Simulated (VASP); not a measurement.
Wanted: the native input for a VASP 6.6.1 run.

- Task: single point
- Functional: LDA
- Potentials or basis: VASP PAW LDA potentials, release 64 (Pt, Mn_pv)
- Cutoff: 520 eV
- k mesh: 11 × 11 × 4
- Occupations: fermi-dirac, width 0.05 eV
- Spin: collinear spin, ferromagnetic start
- Starting moments: [0.0, 0.0, 4.0] μB
- Dipole correction: no
- Further INCAR settings: ALGO = Normal; EDIFF = 1e-06; NBANDS = 28

The structure of MnPt2 lies in POSCAR:

```
MnPt2
1.0
    2.8960193503      0.0000000000      0.0000000000
   -1.4480096751      2.5080263272      0.0000000000
    0.0000000000      0.0000000000      6.6184678581
Pt Mn
2 1
Direct
    0.6666666667      0.3333333333      0.3162060000
    0.3333333333      0.6666666667      0.6837940000
    0.0000000000      0.0000000000      0.0000000000
```

This cell differs from its parent crystal: volume scaled by 1.04.

The input as run:

INCAR

```
  ALGO = Normal
  EDIFF = 1E-6
  ENCUT = 520
  ISIF = 2
  ISMEAR = -1
  ISPIN = 2
  LASPH = True
  LCHARG = False
  LMAXMIX = 4
  LORBIT = 11
  LREAL = False
  LWAVE = False
  MAGMOM = 0 0 4
  NBANDS = 28
  NELM = 150
  PREC = Accurate
  SIGMA = 0.05
```

KPOINTS

```
k-points
0
Gamma
  11 11 4
```

Potentials or basis: VASP PAW LDA potentials, release 64 (Pt, Mn_pv).

Command:

```console
$ cat potpaw_LDA.64/Pt/POTCAR potpaw_LDA.64/Mn_pv/POTCAR > POTCAR
$ mpirun -np 1 vasp_std > vasp.out
```

It gave:

```json
{
 "Pressure": "-20.8 GPa",
 "Largest force": "0.168 eV/Å",
 "Net moment": "4.39 μB per cell",
 "Site moments": "Pt +0.27; Mn +3.65 μB",
 "Valence electrons inside the program's atomic spheres": "Pt 9.14; Mn 11.52"
}
```

It took 2 min on 1 thread of Intel(R) Xeon(R) Platinum 8488C (Sapphire Rapids), on a shared host, peak memory 0.24 GiB.
